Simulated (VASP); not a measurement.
## TaC: single point with PBE

TaC:

```
CELL_PARAMETERS angstrom
0.00000 2.23390 2.23390
2.23390 0.00000 2.23390
2.23390 2.23390 0.00000
ATOMIC_POSITIONS crystal
Ta 0.00000 0.00000 0.00000
C 0.50000 0.50000 0.50000
```

```json
{
 "Program": "VASP 6.6.1",
 "Task": "single point",
 "Functional": "PBE",
 "Potentials or basis": "VASP PAW PBE potentials, release 64 (Ta_pv, C)",
 "Cutoff": "600 eV",
 "k mesh": "6 × 6 × 6",
 "Occupations": "gaussian, width 0.1 eV",
 "Spin": "no spin polarisation",
 "Dipole correction": "no",
 "Further INCAR settings": "ALGO = Normal; EDIFF = 1e-06; NBANDS = 14"
}
```

```
Pressure : 2.1 GPa
```

Levels at points of the mesh, in eV from the Fermi level:
```tsv
k point	band 5	band 6	band 7	band 8	band 9	band 10	band 11	band 12
(0.00, 0.00, 0.00)	-1.24	-1.24	-1.24	-0.45	-0.45	-0.45	0.73	0.73
(0.50, 0.00, 0.00)	-8.63	-5.39	-5.39	2.77	2.77	3.73	5.43	9.91
(0.50, 0.50, 0.00)	-4.57	-4.43	-1.73	-1.73	2.66	4.13	4.13	6.86
```

Run time: 15 s on 1 thread of Intel Xeon 8259CL, with other jobs on the host, peak memory 0.16 GiB.

Caveat: the k points lie up to 0.41 Å⁻¹ apart; spin-orbit coupling is left out, which moves the levels of the heavy elements.
